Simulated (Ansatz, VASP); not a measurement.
## ZrSi2 in VASP and in Ansatz

```
Zr Si
1.0
     1.83202   -7.23103    0.00000
     1.83202    7.23103    0.00000
     0.00000    0.00000    3.63091
Zr Si
2 4
Direct
  0.89554 0.10446 0.25000
  0.10446 0.89554 0.75000
  0.55406 0.44594 0.25000
  0.44594 0.55406 0.75000
  0.25006 0.74994 0.25000
  0.74994 0.25006 0.75000
```

Alike in both runs: functional LDA; k mesh 6 × 6 × 6; occupations fermi-dirac, width 0.1 eV; no spin polarisation.

Ansatz relaxed the structure, and its values are those at the end. VASP's run is a single point on that final structure, the one shown.

```csv
,VASP,Ansatz
version,VASP 6.6.1,Ansatz 0.2.0
potentials or method,"VASP PAW LDA potentials, release 64 (Zr_sv, Si), cutoff 520 eV",PAW plane waves
valence electrons in the cell,40,40
```

```tsv
	VASP	Ansatz	Ansatz less VASP
gap on the k mesh at the Fermi level (eV)	none	none	-
pressure (GPa)	0.2	0.0	-0.17
```

Ansatz warns that its potentials were made for another functional, while VASP's fit it. LDA's correlation is that of Perdew and Zunger in VASP and of Perdew and Wang (1992) in Ansatz. A gap of «none» marks a metal or a gap that the smearing closes.
